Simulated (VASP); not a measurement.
The system is V.

```
V
1.0
    -1.49918    1.49918    1.49918
     1.49918   -1.49918    1.49918
     1.49918    1.49918   -1.49918
V
1
Direct
  0.00000 0.00000 0.00000
```

Program: VASP 6.6.1. Alike in all runs: task single point; level PBE; potentials or basis VASP PAW PBE potentials, release 64 (V_sv); no spin polarisation; cell as given; cutoff (eV) 520.

**Question.** Order these runs on this cell by their pressure, lowest first.
A. k mesh 15 × 15 × 15; smearing fermi-dirac 1 eV
B. k mesh 15 × 15 × 15; smearing gaussian 1 eV
C. k mesh 15 × 15 × 15; smearing fermi-dirac 0.6 eV
D. k mesh 9 × 9 × 9; smearing fermi-dirac 0.1 eV
E. k mesh 15 × 15 × 15; smearing gaussian 0.6 eV

**Answer.** D (0.1 GPa), E (1.7 GPa), B (4.5 GPa), C (11.1 GPa), A (27.6 GPa).
